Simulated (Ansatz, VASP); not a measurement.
**TiSb in VASP and in Ansatz**

```xyz
4
Lattice="4.0758 0.0000 0.0000 -2.0379 3.5297 0.0000 0.0000 0.0000 6.2414" Properties=species:S:1:pos:R:3 pbc="T T T"
Ti    0.0000    0.0000    0.0000
Ti    0.0000    0.0000    3.1207
Sb    0.0000    2.3531    1.5604
Sb    2.0379    1.1766    4.6811
```

Change from the starting cell: volume scaled by 0.98, PAW files.

Alike in both runs: task electric field gradients; functional LDA; k mesh 12 × 12 × 7; occupations fermi-dirac, width 0.03 eV; no spin polarisation.

|  | VASP | Ansatz |
| --- | --- | --- |
| version | VASP 6.6.1 | Ansatz 0.2.0 |
| potentials or method | VASP PAW LDA potentials, release 64 (Ti_sv, Sb) | PAW with Ansatz's default frozen-core files, scalar-relativistic |
| plane-wave cutoff (eV) | 520 | 420 |
| valence electrons in the cell | 34 | 54 |

Ansatz gave:

| Quantity | Value |
| --- | --- |
| pressure (GPa) | -7.1 |
| traceless stress, the component that is largest in VASP (GPa) | -0.25 |
| size of Vzz on the site where it differs most (V/Å²) | 56.7 |

**Question.** What did VASP give for the same quantities?

**Answer.** Pressure (GPa): -6.8; traceless stress, the component that is largest in VASP (GPa): -0.22; size of Vzz on the site where it differs most (V/Å²): 53.4.

LDA's correlation is that of Perdew and Zunger in VASP and of Perdew and Wang (1992) in Ansatz. VASP's potentials hold 34 valence electrons a cell and Ansatz's 54, so a difference there can come from the potentials and not from the codes.

Neither program's run includes spin-orbit coupling.
